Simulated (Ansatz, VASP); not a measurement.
## MgCd2S3 in VASP and in Ansatz

```
Mg Cd S
1.0
     3.82656    0.00000    0.00000
    -1.91328    3.31390    0.00000
     0.00000    0.00000    9.38086
Mg Cd S
1 2 3
Direct
  0.00000 0.00000 0.00000
  0.33333 0.66667 0.32882
  0.66667 0.33333 0.67118
  0.00000 0.00000 0.50000
  0.66667 0.33333 0.15588
  0.33333 0.66667 0.84412
```

Alike in both runs: task single point; functional LDA; k mesh 12 × 12 × 4; occupations gaussian, width 0.02 eV; no spin polarisation.

|  | VASP | Ansatz |
| --- | --- | --- |
| version | VASP 6.6.1 | Ansatz 0.2.0 |
| potentials or method | VASP PAW LDA potentials, release 64 (Mg, Cd, S), cutoff 520 eV | scalar-relativistic, plane waves, PAW |
| valence electrons in the cell | 44 | 68 |

```tsv
	VASP	Ansatz	Ansatz less VASP
gap on the k mesh at the Fermi level (eV)	0.67	0.65	-0.016
least direct gap on the mesh (eV)	1.22	1.20	-0.017
pressure (GPa)	-5.7	-5.8	-0.11
traceless stress, the component that is largest in VASP (GPa)	-0.21	-0.12	+0.087
rms of the force components (eV/Å)	0.046	0.066	+0.0196
```

LDA's correlation is that of Perdew and Zunger in VASP and of Perdew and Wang (1992) in Ansatz. Atom by atom the forces differ by 0.023 eV/Å (rms over components). VASP's potentials hold 44 valence electrons a cell and Ansatz's 68, so a difference there can come from the potentials and not from the codes.
